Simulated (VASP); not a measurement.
Input of a VASP 6.6.1 run:

Contents of INCAR:

```
  ALGO = Normal
  EDIFF = 1E-7
  ENCUT = 520
  GGA = CA
  ISIF = 2
  ISMEAR = -1
  ISPIN = 2
  LASPH = T
  LCHARG = F
  LMAXMIX = 4
  LORBIT = 11
  LREAL = F
  LWAVE = F
  MAGMOM = 0 1
  NBANDS = 22
  NELM = 150
  PREC = Accurate
  SIGMA = 0.15
```

KPOINTS

```
k-points
0
Gamma
  8 8 8
```

Contents of POSCAR:

```
TiNi
1.0
    2.9409666933      0.0000000000      0.0000000000
    0.0000000000      2.9409666933      0.0000000000
    0.0000000000      0.0000000000      2.9409666933
Ti Ni
1 1
Direct
    0.5000000000      0.5000000000      0.5000000000
    0.0000000000      0.0000000000      0.0000000000
```

Potentials or basis: VASP PAW LDA potentials, release 64 (Ti_sv, Ni).

Launch:

```sh
$ cat potpaw_LDA.64/Ti_sv/POTCAR potpaw_LDA.64/Ni/POTCAR > POTCAR
$ mpirun -np 1 vasp_std > vasp.out
```

**Question.** Estimate the net moment.

**Answer.** 0.00 μB per cell.

**Question.** Estimate the pressure.

**Answer.** 0.0 GPa.
